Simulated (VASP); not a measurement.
Wanted: the native input for a VASP 6.6.1 run.

```
Task                   : single point
Functional             : PBE
Potentials or basis    : VASP PAW PBE potentials, release 64 (Au)
Cutoff                 : 520 eV
k mesh                 : 20 × 20 × 20
Occupations            : gaussian, width 0.15 eV
Spin                   : no spin polarisation
Dipole correction      : no
Further INCAR settings : ALGO = Fast; EDIFF = 1e-06; NBANDS = 12
```

The structure of Au lies in POSCAR:

```
Au
1.0
    0.0000000000      2.1068650000      1.9841350000
    2.1068650000      0.0000000000      1.9841350000
    2.1068650000      2.1068650000      0.0000000000
Au
1
Direct
    0.0000000000      0.0000000000      0.0000000000
```

This cell differs from its parent crystal: strain +0.030 along x and y, -0.030 along z.

These files were run (other wordings do the same):

INCAR

```
SYSTEM = Au
  ALGO = Fast
  EDIFF = 1E-6
  ENCUT = 520
  GGA = PE
  ISIF = 2
  ISMEAR = 0
  LASPH = .TRUE.
  LCHARG = .TRUE.
  LELF = .TRUE.
  LREAL = .FALSE.
  LVHAR = .TRUE.
  LWAVE = .FALSE.
  NBANDS = 12
  NELM = 100
  PREC = Accurate
  SIGMA = 0.15
```

KPOINTS

```
k-points
0
G
  20 20 20
  0 0 0
```

Potentials or basis: VASP PAW PBE potentials, release 64 (Au).

Command:

```bash
$ cat potpaw_PBE.64/Au/POTCAR > POTCAR
$ mpirun -np 1 vasp_std > vasp.out
```

It gave:

```yaml
Pressure: 2.9 GPa
Band_gap_on_the_k_mesh: zero (an odd number of electrons rules out a gap without spin polarisation)
```

Caveat: the cell differs from its parent crystal (strain +0.030 along x and y, -0.030 along z); spin-orbit coupling is left out, which moves the levels of the heavy elements.

Wall time 2.4 min on 1 thread of Intel Xeon 8259CL, with other jobs on the host, peak memory 0.26 GiB.
